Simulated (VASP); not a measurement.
Input of a VASP 6.6.1 run:

Contents of INCAR:

```
ALGO = Normal
EDIFF = 1E-6
ENCUT = 520
ISIF = 2
ISMEAR = 0
LASPH = T
LCHARG = F
LREAL = F
LWAVE = F
NBANDS = 8
NELM = 100
PREC = Accurate
SIGMA = 0.1
```

Contents of KPOINTS:

```
k-points
0
Gamma
  6 6 6
```

Contents of POSCAR:

```
Sb
1.0
    3.0833436100      0.0000000000      0.0000000000
    0.0000000000      3.0833436100      0.0000000000
    0.0000000000      0.0000000000      3.0833436100
Sb
1
Direct
    0.0000000000      0.0000000000      0.0000000000
```

Potentials or basis: VASP PAW LDA potentials, release 64 (Sb).

Launch:

```bash
$ cat potpaw_LDA.64/Sb/POTCAR > POTCAR
$ mpirun -np 1 vasp_std > vasp.out
```

**Question.** Estimate the pressure.

**Answer.** -1.8 GPa.
